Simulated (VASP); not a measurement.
Wanted: the native input for a VASP 6.6.1 run.

```
Task                   : single point
Functional             : PBE
Potentials or basis    : VASP PAW PBE potentials, release 64 (Sc_sv, Te)
Cutoff                 : 520 eV
k mesh                 : 8 × 8 × 8
Occupations            : gaussian, width 0.05 eV
Spin                   : no spin polarisation
Dipole correction      : no
Further INCAR settings : ALGO = Normal; EDIFF = 1e-06; NBANDS = 18
```

The structure of ScTe2 lies in POSCAR:

```
ScTe2
1.0
    0.0000000000      3.5146205115      3.5146205115
    3.5146205115      0.0000000000      3.5146205115
    3.5146205115      3.5146205115      0.0000000000
Sc Te
1 2
Direct
    0.0000000000      0.0000000000      0.0000000000
    0.2500000000      0.2500000000      0.2500000000
    0.7500000000      0.7500000000      0.7500000000
```

The input as run:

INCAR

```
SYSTEM = ScTe2
ALGO     = Normal         ! electronic algorithm
EDIFF    = 1E-6           ! SCF threshold, eV
ENCUT    = 520            ! plane-wave cutoff, eV
GGA      = PE             ! functional
ISIF     = 2              ! what is computed and relaxed
ISMEAR   = 0              ! smearing method
LASPH    = .True.         ! aspherical terms in the spheres
LCHARG   = .False.        ! write CHGCAR
LREAL    = .False.        ! projectors in reciprocal space
LWAVE    = .False.        ! write WAVECAR
NBANDS   = 18             ! bands
NELM     = 80             ! most SCF steps
PREC     = Accurate       ! precision mode
SIGMA    = 0.05           ! smearing width, eV
```

KPOINTS

```
k-points
0
Gamma
  8 8 8
  0 0 0
```

Potentials or basis: VASP PAW PBE potentials, release 64 (Sc_sv, Te).

Run with:

```bash
$ cat potpaw_PBE.64/Sc_sv/POTCAR potpaw_PBE.64/Te/POTCAR > POTCAR
$ mpirun -np 1 vasp_std > vasp.out
```

Results of the run:

```json
{"Pressure": "2.4 GPa", "Band gap on the k mesh": "zero (an odd number of electrons rules out a gap without spin polarisation)"}
```

Caveat: spin-orbit coupling is left out, which moves the levels of the heavy elements.

Wall time 2.4 min on 1 thread of Intel Xeon 8259CL (shared host), peak memory 0.26 GiB.
